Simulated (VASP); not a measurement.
# ZnB4 (Pm-3m) in VASP: single point with PBE

Aim: the single point of ZnB4 with PBE.

All numbers are computed with VASP 6.6.1; they aren't measurements. Logs are shortened: lines on timing, memory, paths and dates and some standing lists are left out, and cuts for length are marked.

**1. The cell of the first run**

It takes space group Pm-3m (No. 221, cubic). The conventional cell has a = 3.964 Å, b = 3.964 Å, c = 3.964 Å, α = 90.00°, β = 90.00°, γ = 90.00°. Zn (site symmetry m-3m) has 6 B at 1.98 Å within 2.6 Å. Within 3.7 Å of B (site symmetry m-3m) lie 12 B at 2.80 Å and 8 Zn at 3.43 Å. B (site symmetry 4/mmm) has 2 Zn at 1.98 Å within 2.6 Å.

**2. Single point, PBE**

Contents of POSCAR:

```
ZnB4
1.0
    3.9642655965      0.0000000000      0.0000000000
    0.0000000000      3.9642655965      0.0000000000
    0.0000000000      0.0000000000      3.9642655965
Zn B
1 4
Direct
    0.0000000000      0.0000000000      0.0000000000
    0.5000000000      0.5000000000      0.5000000000
    0.5000000000      0.0000000000      0.0000000000
    0.0000000000      0.5000000000      0.0000000000
    0.0000000000      0.0000000000      0.5000000000
```

Contents of INCAR.step1:

```
PREC = Accurate
ENCUT = 520
EDIFF = 1E-7
ISMEAR = 0
SIGMA = 0.1
LREAL = False
LASPH = True
NELM = 60
ALGO = Normal
ISIF = 2
LWAVE = False
LCHARG = True
GGA = PE
NBANDS = 20
```

Contents of KPOINTS.step1:

```
regular mesh
0
Gamma
  10 10 10
```

Contents of INCAR.step2:

```
PREC = Accurate
ENCUT = 520
EDIFF = 1E-7
ISMEAR = -5
SIGMA = 0.1
LREAL = False
LASPH = True
NELM = 60
ALGO = Normal
ISIF = 2
LWAVE = False
LCHARG = False
GGA = PE
LORBIT = 11
NBANDS = 20
NEDOS = 2001
ICHARG = 11
```

Contents of KPOINTS.step2:

```
regular mesh
0
Gamma
  15 15 15
```

Potentials or basis: VASP PAW PBE potentials, release 64 (Zn, B).

Launch:

```bash
$ cat potpaw_PBE.64/Zn/POTCAR potpaw_PBE.64/B/POTCAR > POTCAR
$ cp INCAR.step1 INCAR
$ cp KPOINTS.step1 KPOINTS
$ mpirun -np 1 vasp_std > vasp.out
$ cp INCAR.step2 INCAR
$ cp KPOINTS.step2 KPOINTS
$ mpirun -np 1 vasp_std > vasp.out
```

OUTCAR:

```text
PREC = Accurate
   ENCUT = 520
   EDIFF = 1E-7
   ISMEAR = -5
   LREAL = False
   LASPH = True
   NELM = 60
   ISIF = 2
   GGA = PE
   LORBIT = 11
   ICHARG = 11

 ion  position               nearest neighbor table
   1  0.000  0.000  0.000-   3 1.98   4 1.98   5 1.98   5 1.98   4 1.98   3 1.98
   2  0.500  0.500  0.500-
   3  0.500  0.000  0.000-   1 1.98   1 1.98
   4  0.000  0.500  0.000-   1 1.98   1 1.98
   5  0.000  0.000  0.500-   1 1.98   1 1.98

  LATTYP: Found a simple cubic cell.
 ALAT       =     3.9642655965

  Lattice vectors:

 A1 = (   3.9642655965,   0.0000000000,   0.0000000000)
 A2 = (   0.0000000000,   3.9642655965,   0.0000000000)
 A3 = (   0.0000000000,   0.0000000000,   3.9642655965)

Analysis of symmetry for initial positions (statically):
=====================================================================
 Subroutine PRICEL returns:
 Original cell was already a primitive cell.

 Routine SETGRP: Setting up the symmetry group for a
 simple cubic supercell.

 Subroutine GETGRP returns: Found 48 space group operations
 (whereof 48 operations were pure point group operations)
 out of a pool of 48 trial point group operations.

The static configuration has the point symmetry O_h .

Analysis of symmetry for dynamics (positions and initial velocities):
=====================================================================
 Subroutine PRICEL returns:
 Original cell was already a primitive cell.

 Routine SETGRP: Setting up the symmetry group for a
 simple cubic supercell.

 Subroutine GETGRP returns: Found 48 space group operations
 (whereof 48 operations were pure point group operations)
 out of a pool of 48 trial point group operations.

The dynamic configuration has the point symmetry O_h .

 Subroutine INISYM returns: Found 48 space group operations
 (whereof 48 operations are pure point group operations),
 and found     1 'primitive' translations

----------------------------------------------------------------------------------------

                                     Primitive cell

  volume of cell :      62.3000

  direct lattice vectors                    reciprocal lattice vectors
     3.964265597  0.000000000  0.000000000     0.252253532  0.000000000  0.000000000
     0.000000000  3.964265597  0.000000000     0.000000000  0.252253532  0.000000000
     0.000000000  0.000000000  3.964265597     0.000000000  0.000000000  0.252253532

  length of vectors
     3.964265597  3.964265597  3.964265597     0.252253532  0.252253532  0.252253532

  position of ions in fractional coordinates (direct lattice)
     0.000000000  0.000000000  0.000000000
     0.500000000  0.500000000  0.500000000
     0.500000000  0.000000000  0.000000000
     0.000000000  0.500000000  0.000000000
     0.000000000  0.000000000  0.500000000

  ion indices of the primitive-cell ions
   primitive index   ion index
                 1           1
                 2           2
                 3           3
                 4           4
                 5           5

----------------------------------------------------------------------------------------

 KPOINTS: regular mesh

Automatic generation of k-mesh.
 Grid dimensions read from file:
 generate k-points for:   15   15   15

 Generating k-lattice:

  Cartesian coordinates                     Fractional coordinates (reciprocal lattice)
     0.016816902  0.000000000  0.000000000     0.066666667  0.000000000  0.000000000
     0.000000000  0.016816902  0.000000000     0.000000000  0.066666667  0.000000000
     0.000000000  0.000000000  0.016816902     0.000000000  0.000000000  0.066666667

  Length of vectors
     0.016816902  0.016816902  0.016816902

  Shift w.r.t. Gamma in fractional coordinates (k-lattice)
     0.000000000  0.000000000  0.000000000

 TETIRR: Found   1667 inequivalent tetrahedra from    20250

 Subroutine IBZKPT returns following result:
 ===========================================

 Found    120 irreducible k-points:

 Following reciprocal coordinates:
            Coordinates               Weight
  0.000000  0.000000  0.000000      1.000000
  0.066667  0.000000  0.000000      6.000000
  0.133333  0.000000  0.000000      6.000000
  0.200000  0.000000  0.000000      6.000000
  0.266667  0.000000  0.000000      6.000000
  0.333333  0.000000  0.000000      6.000000
[... 16 lines left out ...]
  0.266667  0.200000  0.000000     24.000000
  0.333333  0.200000  0.000000     24.000000
 [... further k-points ...]
   k-points           NKPTS =    120   k-points in BZ     NKDIM =    120   number of bands    NBANDS=     20
   number of dos      NEDOS =   2001   number of ions     NIONS =      5
   total plane-waves  NPLWV =  27000
   dimension x,y,z NGX =    30 NGY =   30 NGZ =   30
   dimension x,y,z NGXF=    60 NGYF=   60 NGZF=   60
   ions per type =               1   4
   NGX,Y,Z   is equivalent  to a cutoff of  12.58, 12.58, 12.58 a.u.
   NGXF,Y,Z  is equivalent  to a cutoff of  25.16, 25.16, 25.16 a.u.
 SYSTEM =  unknown system
   PREC   = accura    normal or accurate (medium, high low for compatibility)
   ISTART =      0    job   : 0-new  1-cont  2-samecut
   ICHARG =     11    charge: 1-file 2-atom 10-const
   ISPIN  =      1    spin polarized calculation?
   LNONCOLLINEAR =      F non collinear calculations
   LSORBIT =      F    spin-orbit coupling
   LASPH  =      T    aspherical Exc in radial PAW
   ENCUT  =  520.0 eV  38.22 Ry    6.18 a.u.   7.37  7.37  7.37*2*pi/ulx,y,z
   NELM   =     60;   NELMIN=  2; NELMDL=  0     # of ELM steps
   EDIFF  = 0.1E-06   stopping-criterion for ELM
   LREAL  =      F    real-space projection
   EDIFFG = 0.1E-05   stopping-criterion for IOM
   NSW    =      0    number of steps for IOM
   IBRION =     -1    ionic relax: 0-MD 1-quasi-New 2-CG
   NFREE  =      0    steps in history (QN), initial steepest desc. (CG)
   ISIF   =      2    stress and relaxation
   ISYM   =      2    0-nonsym 1-usesym 2-fastsym
   POTIM  = 0.5000    time-step for ionic-motion
   TEBEG  =    0.0;   TEEND  =   0.0 temperature during run
   PSTRESS=    0.0 pullay stress
   NELECT =      24.0000    total number of electrons
   NUPDOWN=      -1.0000    fix difference up-down
   EMIN   =  10.00;   EMAX   =-10.00  energy-range for DOS
   EFERMI =   0.00;   METHOD = LEGACY
   ISMEAR =    -5;   SIGMA  =   0.10  broadening in eV -4-tet -1-fermi 0-gaus
   EFERMI_NEDOS =   21; number of points for ismear=-14 and -15
   IALGO  =     38    algorithm
   IMIX   =      4    mixing-type and parameters
     AMIX     =   0.40;   BMIX     =  1.00
     AMIX_MAG =   1.60;   BMIX_MAG =  1.00
  volume/ion in A,a.u.               =      12.46        84.08
  Fermi-wavevector in a.u.,A,eV,Ry     =   1.191194  2.251030 19.305894  1.418943
  Thomas-Fermi vector in A             =   2.327261
   LORBIT       =     11    0 simple, 1 ext, 2 COOP (PROOUT), +10 PAW based schemes
   GGA     = PE    functional components
   LHFCALC =     F    Hartree Fock is set to
   AEXX    =    0.0000 exact exchange contribution
   IVDW    =     0    specifies the selected vdW correction
   LEPSILON=     F    determine dielectric tensor
   LRPA    =     F    only Hartree local field effects (RPA)
 non-spin polarized calculation
 Fermi weights with tetrahedron method with Bloechl corrections
  energy-cutoff  :      520.00
  volume of cell :       62.30
 maximum number of plane-waves:      1743
 NGX is ok and might be reduce to    30

 number of electron      24.0000026 magnetization

 Free energy of the ion-electron system (eV)
  ---------------------------------------------------
  ext. energy  EPLUGINS =         0.00000000
  ---------------------------------------------------
  free energy    TOTEN  =       -14.65937572 eV

  energy without entropy =      -14.65937572  energy(sigma->0) =      -14.65937572

 E-fermi :   2.9553     XC(G=0): -10.3932

 val. band max:        3.0501438433   @ k =   0.4667   0.4667   0.0000
 cond. band min:       2.8238644988   @ k =   0.4667   0.2000   0.0000
 fundamental gap:     -0.2262793445
 Fermi energy:         2.9552729804

 k-point     1 :       0.0000    0.0000    0.0000
  band No.  band energies     occupation
      1      -8.8646      2.00000
      2      -6.6621      2.00000
      3      -6.6621      2.00000
      4      -5.7641      2.00000
      5      -5.7641      2.00000
      6      -5.7641      2.00000
[... 12 lines left out ...]
     19       9.0129      0.00000
     20       9.0129      0.00000

 k-point     2 :       0.0667    0.0000    0.0000
  band No.  band energies     occupation
      1      -8.8300      2.00000
      2      -6.6609      2.00000
      3      -6.6591      2.00000
      4      -5.7690      2.00000
      5      -5.7690      2.00000
      6      -5.7640      2.00000
[... 12 lines left out ...]
     19       8.9578      0.00000
     20       8.9622      0.00000

 k-point     3 :       0.1333    0.0000    0.0000
  band No.  band energies     occupation
      1      -8.7272      2.00000
      2      -6.6573      2.00000
      3      -6.6501      2.00000
      4      -5.7827      2.00000
      5      -5.7827      2.00000
      6      -5.7635      2.00000
[... 12 lines left out ...]
     19       8.8004      0.00000
     20       8.8303      0.00000

 k-point     4 :       0.2000    0.0000    0.0000
  band No.  band energies     occupation
      1      -8.5593      2.00000
      2      -6.6522      2.00000
      3      -6.6344      2.00000
      4      -5.8026      2.00000
      5      -5.8026      2.00000
      6      -5.7629      2.00000
[... 12 lines left out ...]
     19       8.5610      0.00000
     20       8.6314      0.00000

 k-point     5 :       0.2667    0.0000    0.0000
  band No.  band energies     occupation
      1      -8.3333      2.00000
      2      -6.6462      2.00000
      3      -6.6098      2.00000
      4      -5.8248      2.00000
      5      -5.8248      2.00000
      6      -5.7621      2.00000
[... 12 lines left out ...]
     19       8.2663      0.00000
     20       8.2733      0.00000
[... 353 lines left out ...]
      6      -5.7774      2.00000
[... 12 lines left out ...]
     19       7.0519      0.00000
     20       7.2839      0.00000

 k-point    22 :       0.2000    0.2000    0.0000
  band No.  band energies     occupation
      1      -8.2545      2.00000
      2      -6.6323      2.00000
      3      -6.6104      2.00000
      4      -5.8550      2.00000
      5      -5.8037      2.00000
      6      -5.7964      2.00000
[... 12 lines left out ...]
     19       7.4809      0.00000
     20       8.0003      0.00000

 k-point    23 :       0.2667    0.2000    0.0000
  band No.  band energies     occupation
      1      -8.0294      2.00000
      2      -6.6219      2.00000
      3      -6.5858      2.00000
      4      -5.8867      2.00000
      5      -5.8223      2.00000
      6      -5.7980      2.00000
[... 12 lines left out ...]
     19       7.0635      0.00000
     20       7.6417      0.00000

 k-point    24 :       0.3333    0.2000    0.0000
  band No.  band energies     occupation
      1      -7.7642      2.00000
      2      -6.6122      2.00000
      3      -6.5435      2.00000
      4      -5.9206      2.00000
      5      -5.8421      2.00000
      6      -5.7969      2.00000
[... 12 lines left out ...]
     19       6.7046      0.00000
     20       7.2573      0.00000

 [... further k-points ...]

------------------------ aborting loop because EDIFF is reached ----------------------------------------

  FORCE on cell =-STRESS in cart. coord.  units (eV):
  Direction    XX          YY          ZZ          XY          YZ          ZX
  --------------------------------------------------------------------------------------
  -------------------------------------------------------------------------------------
  Total        0.2049420      0.2049420      0.2049420      0.0000000      0.0000000      0.0000000
  in kB        5.2705171      5.2705171      5.2705171      0.0000000      0.0000000      0.0000000
  external PRESSURE =       5.2705171 kB  Pullay stress =       0.0000000 kB

 VOLUME and BASIS-vectors are now :
 -----------------------------------------------------------------------------
  energy-cutoff  :      520.00
  volume of cell :       62.30
      direct lattice vectors                 reciprocal lattice vectors
     3.964265597  0.000000000  0.000000000     0.252253532  0.000000000  0.000000000
     0.000000000  3.964265597  0.000000000     0.000000000  0.252253532  0.000000000
     0.000000000  0.000000000  3.964265597     0.000000000  0.000000000  0.252253532

 POSITION                                       TOTAL-FORCE (eV/Angst)
 -----------------------------------------------------------------------------------
      0.00000      0.00000      0.00000         0.000000      0.000000      0.000000
      1.98213      1.98213      1.98213         0.000000      0.000000      0.000000
      1.98213      0.00000      0.00000         0.000000      0.000000      0.000000
      0.00000      1.98213      0.00000         0.000000      0.000000      0.000000
      0.00000      0.00000      1.98213         0.000000      0.000000      0.000000
 -----------------------------------------------------------------------------------
    total drift:                                0.000000     -0.000000      0.000000

  FREE ENERGIE OF THE ION-ELECTRON SYSTEM (eV)
  ---------------------------------------------------
  free  energy   TOTEN  =       -14.6593757176 eV

  energy  without entropy=      -14.6593757176  energy(sigma->0) =      -14.65937572

 total charge

# of ion       s       p       d       tot
------------------------------------------
    1        0.733   1.058   9.712  11.503
    2        0.856   0.471   0.000   1.327
    3        0.821   0.708   0.000   1.529
    4        0.821   0.708   0.000   1.529
    5        0.821   0.708   0.000   1.529
--------------------------------------------------
tot          4.053   3.652   9.712  17.417
```

Run time: 96 s. Hardware: 1 thread of Intel Xeon Platinum 8488C (Sapphire Rapids), shared host; peak memory 0.25 GiB.

Results:

| Item | Value |
| --- | --- |
| Valence electrons inside the program's atomic spheres | Zn 11.50; B 1.33, 1.53 (each value once) |

Caveat: tetrahedron occupations give inexact forces and stress in metals.
